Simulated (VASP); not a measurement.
**Ga8AsP7: relaxation of volume and atoms at fixed shape with PBEsol**

The system is Ga8AsP7.

```xyz
64
Lattice="10.9301 0.0000 0.0000 0.0000 10.9301 0.0000 0.0000 0.0000 10.9301" Properties=species:S:1:pos:R:3 pbc="T T T"
Ga    0.0362    0.0219   10.9161
Ga   10.9191    0.0203    5.4284
Ga    0.0095    5.4299    0.0021
Ga   10.9046    5.4706    5.4470
Ga    5.5074    0.0051    0.0304
Ga    5.4617   10.9241    5.4566
Ga    5.4904    5.5066   10.9089
Ga    5.4661    5.4972    5.4367
Ga    2.7482    2.7495    0.0148
Ga    2.7139    2.7161    5.4691
Ga    2.7028    8.2023   10.9252
Ga    2.7359    8.2164    5.4551
Ga    8.1832    2.7410    0.0227
Ga    8.1701    2.7968    5.4906
Ga    8.1976    8.1955    0.0019
Ga    8.2100    8.1719    5.4607
Ga    2.7053    0.0135    2.7389
Ga    2.7249   10.8988    8.2243
Ga    2.7171    5.4575    2.7118
Ga    2.7129    5.4966    8.1785
Ga    8.2073   10.9046    2.7540
Ga    8.1994   10.9035    8.2006
Ga    8.2090    5.4646    2.7328
Ga    8.1919    5.4628    8.1878
Ga    0.0393    2.7307    2.7417
Ga    0.0099    2.7184    8.1896
Ga   10.9264    8.1998    2.7595
Ga   10.9071    8.1968    8.2542
Ga    5.4839    2.7262    2.7469
Ga    5.4756    2.7329    8.1788
Ga    5.4498    8.1751    2.7211
Ga    5.4943    8.1958    8.2203
P     1.3913    1.3273    1.3773
P     1.3704    1.3550    6.8582
P     1.3420    6.8388    6.8202
P     6.8476    1.3616    1.3925
P     6.8130    1.3973    6.7981
P     6.8353    6.8517    1.3370
P     6.8425    6.8298    6.8523
P     4.1159    4.1209    1.3666
P     4.0705    9.5395    1.3619
P     4.0818    9.5730    6.8466
P     9.5628    4.0724    1.3364
P     9.5571    4.0866    6.8242
P     9.5595    9.5623    1.3245
P     9.5453    9.5443    6.8321
P     4.0945    1.3745    9.5808
P     4.0811    6.8441    4.0953
P     4.1003    6.8189    9.6051
P     9.5801    1.3410    4.0957
P     9.5285    1.3452    9.5638
P     9.5410    6.8665    4.1335
P     9.5504    6.8229    9.5838
P     1.3926    4.1341    4.1188
P     1.3541    4.1171    9.5560
P     1.3600    9.5450    9.5576
P     6.8469    4.1044    4.1000
P     6.8223    4.1246    9.5986
P     6.8309    9.5762    4.1305
P     6.8151    9.5792    9.5638
As    1.3999    6.8220    1.3467
As    4.0300    4.0772    6.8221
As    4.1205    1.3622    4.0985
As    1.3516    9.5673    4.1074
```

```json
{
  "Program": "VASP 6.6.1",
  "Task": "relaxation of volume and atoms at fixed shape",
  "Functional": "PBEsol",
  "Potentials or basis": "VASP PAW PBE potentials, release 64 (Ga_d, P, As)",
  "Cutoff": "500 eV",
  "k mesh": "1 × 1 × 1, shifted",
  "Occupations": "fermi-dirac, width 0.05 eV",
  "Spin": "no spin polarisation",
  "Dipole correction": "no",
  "Further INCAR settings": "LREAL = Auto; ALGO = Normal; EDIFF = 1e-07; ISYM = -1; IBRION = 2; EDIFFG = -0.03; NSW = 100; ISIF = 8"
}
```

| Property | Result |
| --- | --- |
| Relaxed volume | 20.39 Å³/atom |
| Relaxed cell | a = 10.928 Å, b = 10.928 Å, c = 10.928 Å, α = 90.00°, β = 90.00°, γ = 90.00° |
| Space group after relaxing (to 0.1 Å) | P1 (No. 1) |
| Energy gained by relaxing | 11.9 meV/atom |
| Ionic steps | 12 |
| Pressure after relaxing | 0.0 GPa |
| Largest force after relaxing | 0.021 eV/Å |
| Band gap on the k mesh | 1.85 eV |

Forces on the atoms (eV/Å):
```
Ga  -0.004 -0.017  0.012
Ga   0.014 -0.001 -0.009
Ga   0.001  0.019  0.000
Ga   0.013  0.006 -0.001
Ga  -0.013 -0.009 -0.006
Ga  -0.001  0.007  0.004
Ga  -0.004 -0.010  0.001
Ga   0.006 -0.009  0.000
Ga  -0.012 -0.009  0.003
Ga   0.008 -0.002 -0.004
Ga   0.007  0.003  0.004
Ga   0.003 -0.006 -0.006
Ga  -0.002  0.007 -0.004
Ga  -0.008 -0.009  0.005
Ga   0.009 -0.005  0.005
Ga   0.006  0.007 -0.001
Ga   0.000 -0.005  0.006
Ga  -0.006  0.010 -0.012
Ga  -0.006  0.002  0.008
Ga   0.001 -0.002  0.006
Ga  -0.004  0.005 -0.007
Ga   0.005 -0.007  0.002
Ga  -0.011 -0.003  0.011
Ga  -0.003  0.012  0.009
Ga  -0.002  0.004  0.001
Ga   0.009  0.003  0.000
Ga   0.003  0.004 -0.001
Ga   0.010 -0.006 -0.002
Ga  -0.009  0.002 -0.001
Ga   0.006 -0.006 -0.001
Ga  -0.012  0.004 -0.001
Ga  -0.005 -0.002 -0.004
P   -0.009 -0.002  0.004
P    0.004  0.006 -0.019
P    0.010  0.001 -0.001
P   -0.011  0.006 -0.004
P   -0.001 -0.003  0.000
P   -0.008 -0.004  0.006
P    0.003  0.003 -0.008
P   -0.018 -0.001  0.006
P   -0.007 -0.003  0.007
P   -0.010  0.005 -0.013
P    0.001  0.013  0.003
P   -0.003  0.006 -0.003
P   -0.006 -0.007  0.003
P    0.017  0.002 -0.001
P   -0.009  0.004 -0.004
P    0.008 -0.002 -0.005
P    0.000 -0.001  0.005
P    0.003 -0.005 -0.006
P    0.008 -0.003  0.003
P    0.012 -0.004 -0.002
P    0.008  0.014 -0.005
P    0.002  0.004 -0.006
P   -0.004  0.005  0.009
P    0.007 -0.008  0.000
P   -0.002 -0.014 -0.001
P   -0.002  0.010 -0.004
P   -0.004  0.003  0.001
P    0.003 -0.008 -0.004
As  -0.003  0.007  0.011
As   0.005 -0.004  0.003
As  -0.007 -0.002  0.004
As   0.013 -0.004  0.003
```

Stress tensor (GPa, compression positive):
```
 0.00 -0.75 -0.74
-0.75 -0.01 -0.75
-0.74 -0.75  0.00
```

Step by step:
```csv
step,energy change (eV),largest force (eV/Å),pressure (GPa),volume (Å³)
1,0.0000,1.1685,0.15,1305.80
2,-0.6161,0.4337,-0.24,1309.33
3,-0.6509,0.3518,-0.31,1310.41
4,-0.7206,0.1618,0.16,1302.76
5,-0.7259,0.1595,0.33,1299.94
6,-0.7477,0.1015,-0.08,1306.37
7,-0.7480,0.0963,-0.14,1307.17
8,-0.7559,0.0529,-0.02,1305.31
9,-0.7567,0.0548,0.04,1304.31
10,-0.7596,0.0362,0.01,1304.91
11,-0.7602,0.0363,-0.01,1305.28
12,-0.7616,0.0208,0.00,1305.04
```

Final structure:
```cif
data_structure
_symmetry_space_group_name_H-M 'P 1'
_symmetry_Int_Tables_number 1
_cell_length_a 10.9280
_cell_length_b 10.9280
_cell_length_c 10.9280
_cell_angle_alpha 90.000
_cell_angle_beta 90.000
_cell_angle_gamma 90.000
_cell_volume 1305.04
loop_
_atom_site_label
_atom_site_type_symbol
_atom_site_fract_x
_atom_site_fract_y
_atom_site_fract_z
_atom_site_occupancy
Ga1 Ga 0.99964 0.00089 0.99941 1
Ga2 Ga 0.99533 0.00339 0.50460 1
Ga3 Ga 0.99574 0.49556 0.99679 1
Ga4 Ga 0.99895 0.50067 0.50024 1
Ga5 Ga 0.50145 0.00034 0.00061 1
Ga6 Ga 0.50350 0.99657 0.50370 1
Ga7 Ga 0.50046 0.50116 0.99961 1
Ga8 Ga 0.50389 0.50351 0.49731 1
Ga9 Ga 0.25077 0.25116 0.99961 1
Ga10 Ga 0.24248 0.24920 0.50090 1
Ga11 Ga 0.25290 0.75337 0.99669 1
Ga12 Ga 0.25290 0.74741 0.50407 1
Ga13 Ga 0.75030 0.24919 0.00027 1
Ga14 Ga 0.74964 0.25127 0.50009 1
Ga15 Ga 0.74943 0.75052 0.99961 1
Ga16 Ga 0.74967 0.74957 0.50108 1
Ga17 Ga 0.24996 0.99986 0.24251 1
Ga18 Ga 0.25035 0.00021 0.75070 1
Ga19 Ga 0.25373 0.49652 0.25353 1
Ga20 Ga 0.24608 0.50370 0.75405 1
Ga21 Ga 0.74994 0.00026 0.25093 1
Ga22 Ga 0.74982 0.99999 0.75110 1
Ga23 Ga 0.75068 0.50030 0.24893 1
Ga24 Ga 0.74956 0.49939 0.74973 1
Ga25 Ga 0.99963 0.24978 0.24981 1
Ga26 Ga 0.99907 0.24997 0.75081 1
Ga27 Ga 0.99264 0.74946 0.25002 1
Ga28 Ga 0.99856 0.75073 0.75061 1
Ga29 Ga 0.50493 0.25352 0.24716 1
Ga30 Ga 0.50291 0.24708 0.75366 1
Ga31 Ga 0.50037 0.75046 0.24969 1
Ga32 Ga 0.50105 0.74967 0.75112 1
P1 P 0.12422 0.12650 0.12261 1
P2 P 0.12270 0.12436 0.62789 1
P3 P 0.12293 0.62548 0.62622 1
P4 P 0.62651 0.12469 0.12469 1
P5 P 0.62670 0.12470 0.62595 1
P6 P 0.62526 0.62541 0.12472 1
P7 P 0.62560 0.62541 0.62587 1
P8 P 0.37692 0.37525 0.12400 1
P9 P 0.37699 0.87479 0.12292 1
P10 P 0.37613 0.87408 0.62761 1
P11 P 0.87376 0.37332 0.12498 1
P12 P 0.87490 0.37493 0.62522 1
P13 P 0.87309 0.87636 0.12387 1
P14 P 0.87276 0.87481 0.62639 1
P15 P 0.37535 0.12399 0.87645 1
P16 P 0.37646 0.62563 0.37516 1
P17 P 0.37567 0.62579 0.87488 1
P18 P 0.87369 0.12627 0.37548 1
P19 P 0.87436 0.12499 0.87495 1
P20 P 0.87233 0.62413 0.37602 1
P21 P 0.87330 0.62454 0.87441 1
P22 P 0.12259 0.37504 0.37521 1
P23 P 0.12375 0.37389 0.87489 1
P24 P 0.12429 0.87600 0.87421 1
P25 P 0.62708 0.37678 0.37413 1
P26 P 0.62586 0.37480 0.87623 1
P27 P 0.62595 0.87375 0.37529 1
P28 P 0.62491 0.87524 0.87521 1
As1 As 0.12469 0.62347 0.12395 1
As2 As 0.37457 0.37602 0.62585 1
As3 As 0.37597 0.12501 0.37432 1
As4 As 0.12353 0.87550 0.37599 1
```

Levels at points of the mesh, in eV from the valence-band top:
| k point | band 286 | band 287 | band 288 | band 289 | band 290 | band 291 |
| --- | --- | --- | --- | --- | --- | --- |
| (0.25, 0.25, 0.25) | -0.44 | 0.00 | 0.00 | 1.85 | 1.96 | 1.96 |

It took 73 min on 4 MPI ranks on Intel(R) Xeon(R) Platinum 8259CL CPU @ 2.50GHz (Skylake/Cascade Lake), with other jobs on the host, peak memory 0.46 GiB a rank.

Caveat: the PAW data sets were made with another functional, which shifts forces and pressure a little; a shifted mesh leaves out Γ, where band edges can lie. A k mesh can miss the band edges.
